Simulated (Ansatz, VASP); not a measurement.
One calculation of SrCr, two programs

```xyz
2
Lattice="4.0314 0.0000 0.0000 0.0000 4.0314 0.0000 0.0000 0.0000 4.0220" Properties=species:S:1:pos:R:3 pbc="T T T"
Sr    2.0157    2.0157    2.0110
Cr    0.0000    0.0000    0.0000
```

Alike in both runs: functional PBE; k mesh 6 × 6 × 4; occupations gaussian, width 0.1 eV; collinear spin.

Ansatz relaxed the structure, and its values are those at the end. VASP's run is a single point on that final structure, the one shown.

|  | VASP | Ansatz |
| --- | --- | --- |
| version | VASP 6.6.1 | Ansatz 0.2.0 |
| potentials or method | VASP PAW PBE potentials, release 64 (Sr_sv, Cr_pv), cutoff 520 eV | scalar-relativistic, plane waves, PAW |
| valence electrons in the cell | 22 | 24 |

```csv
,VASP,Ansatz,Ansatz less VASP
gap on the k mesh at the Fermi level (eV),none,none,-
pressure (GPa),0.1,0.1,-0.05
net moment per atom (μB),2.48,2.48,0.000
size of the moment on the site where the two differ most (μB),4.05,4.41,+0.362
```

Site moments also hang on the region over which each program counts them. A gap of «none» marks a metal or a gap that the smearing closes. With one functional, cell and mesh, what is left measures potentials, basis and numerics. VASP's potentials hold 22 valence electrons a cell and Ansatz's 24, so a difference there can come from the potentials and not from the codes.

The k mesh is coarse, so the values compare programs but aren't converged.
